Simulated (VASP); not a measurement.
Runs of VASP 6.6.1 on Cu. The structure is that of space group Fm-3m (No. 225), or close to it. The cells are those of the table. 

```csv
cell,gap on the mesh (eV),pressure (GPa)
"a = 2.543, b = 2.543, c = 2.531 Å, angles 60.2, 60.2, 59.7°, 1 atom",none,-2.9
"a = 2.575, b = 2.575, c = 2.595 Å, angles 59.8, 59.8, 60.5°, 1 atom",none,-9.4
"a = 2.563, b = 2.563, c = 2.569 Å, angles 59.9, 59.9, 60.2°, 1 atom",none,(a)
"a = 2.537, b = 2.537, c = 2.518 Å, angles 60.3, 60.3, 59.5°, 1 atom",none,-1.4
"a = 2.582, b = 2.582, c = 2.607 Å, angles 59.7, 59.7, 60.7°, 1 atom",none,-10.6
"a = 2.550, b = 2.550, c = 2.543 Å, angles 60.1, 60.1, 59.8°, 1 atom",none,-4.5
"a = 2.579, b = 2.579, c = 2.601 Å, angles 59.7, 59.7, 60.6°, 1 atom",none,-10.1
"a = 2.569, b = 2.569, c = 2.582 Å, angles 59.8, 59.8, 60.3°, 1 atom",none,(b)
"a = 2.531, b = 2.531, c = 2.505 Å, angles 60.3, 60.3, 59.3°, 1 atom",none,0.3
```

Alike in all rows: task single point; level PBEsol; potentials or basis VASP PAW PBE potentials, release 64 (Cu); no spin polarisation; k mesh 22 × 22 × 22; cutoff (eV) 520; smearing gaussian 0.15 eV.

Q: Estimate the missing entries.

A: (a) -7.1; (b) -8.3.

Caveats: the PAW data sets were made with another functional, which shifts forces and pressure a little.

A gap of «none» marks levels without a gap at the run's occupations.
